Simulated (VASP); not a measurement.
AlP (r.bp), 2 atoms in the cell. Symmetry: F-43m, No. 216, cubic system. The conventional cell has a = 5.469 Å, b = 5.469 Å, c = 5.469 Å, α = 90.00°, β = 90.00°, γ = 90.00°. Within 3.1 Å of Al (site symmetry -43m) lie 4 P at 2.37 Å. Within 3.1 Å of P (site symmetry -43m) lie 4 Al at 2.37 Å. 

```yaml
Program: VASP 6.6.1
Task: single point
Functional: PBE
Potentials_or_basis: VASP PAW PBE potentials, release 64 (Al, P)
Cutoff: 500 eV
k_mesh: 8 × 8 × 8
Occupations: gaussian, width 0.02 eV
Spin: no spin polarisation
Dipole_correction: no
Further_INCAR_settings: ALGO = Normal; EDIFF = 1e-06; NBANDS = 11
```

Potentials or basis: VASP PAW PBE potentials, release 64 (Al, P).

The run is started by

```sh
$ cat potpaw_PBE.64/Al/POTCAR potpaw_PBE.64/P/POTCAR > POTCAR
$ mpirun -np 1 vasp_std > vasp.out
```

Hardware: 1 thread of Intel Xeon 8259CL (shared host).

Estimate the wall time of this run.

Run time: 16 s on 1 thread of Intel Xeon 8259CL (shared host), peak memory 0.15 GiB. Counts: scf iterations 12, k points 29.
